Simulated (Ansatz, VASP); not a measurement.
**One calculation of MnHg, two programs**

Contents of INCAR:

```
SYSTEM = MnHg
  PREC = Accurate
  ENCUT = 520
  EDIFF = 1E-6
  ISMEAR = 0
  SIGMA = 0.1
  LREAL = .False.
  LASPH = .True.
  NELM = 150
  ALGO = Normal
  ISIF = 2
  LWAVE = .False.
  LCHARG = .False.
  ISPIN = 2
  MAGMOM = 4 0
  LORBIT = 11
  LMAXMIX = 4
  GGA = PS
  NBANDS = 24
```

File KPOINTS:

```
regular mesh
0
Gamma
  12 12 12
  0 0 0
```

The input POSCAR:

```
MnHg
1.0
    3.4220085827      0.0000000000      0.0000000000
    0.0000000000      3.4220085827      0.0000000000
    0.0000000000      0.0000000000      3.4220085827
Mn Hg
1 1
Direct
    0.5000000000      0.5000000000      0.5000000000
    0.0000000000      0.0000000000      0.0000000000
```

Input for Ansatz:

```yaml
crystal:
  lattice:
    - [3.4220085827, 0.0, 0.0]
    - [0.0, 3.4220085827, 0.0]
    - [0.0, 0.0, 3.4220085827]
  atoms:
    - { symbol: Mn, position: [0.5, 0.5, 0.5], spin: 4.0 }
    - { symbol: Hg, position: [0.0, 0.0, 0.0] }
basis:
  ecutwfc: 420
kpoints:
  mp_grid: { grid: [12, 12, 12] }
hamiltonian:
  xc: pbesol
scf:
  occupations: { method: gaussian, width: 0.1 }
  lower_state_search: "off"
output:
  forces: true
  stress: true
  eigenvalues: true
  populations: true
magnetization:
  spin_polarized: true
```

Alike in both runs: task single point; functional PBEsol; k mesh 12 × 12 × 12; occupations gaussian, width 0.1 eV; collinear spin.

|  | VASP | Ansatz |
| --- | --- | --- |
| version | VASP 6.6.1 | Ansatz 0.2.0 |
| potentials or method | VASP PAW PBE potentials, release 64 (Mn_pv, Hg), cutoff 520 eV | scalar-relativistic, plane waves, PAW |
| valence electrons in the cell | 25 | 35 |

Ansatz gave:

```
gap on the k mesh at the Fermi level (eV)                     : none
pressure (GPa)                                                : -9.6
net moment per atom (μB)                                      : 2.05
size of the moment on the site where the two differ most (μB) : 4.06
```

Task: What did VASP give for the same quantities?

Result: gap on the k mesh at the Fermi level (eV): none; pressure (GPa): -9.3; net moment per atom (μB): 2.05; size of the moment on the site where the two differ most (μB): 3.97.

VASP's potentials were made for PBE, not for PBEsol. Site moments also hang on the region over which each program counts them. A gap of «none» marks a metal or a gap that the smearing closes. VASP's potentials hold 25 valence electrons a cell and Ansatz's 35, so a difference there can come from the potentials and not from the codes.

Spin-orbit coupling is off throughout.
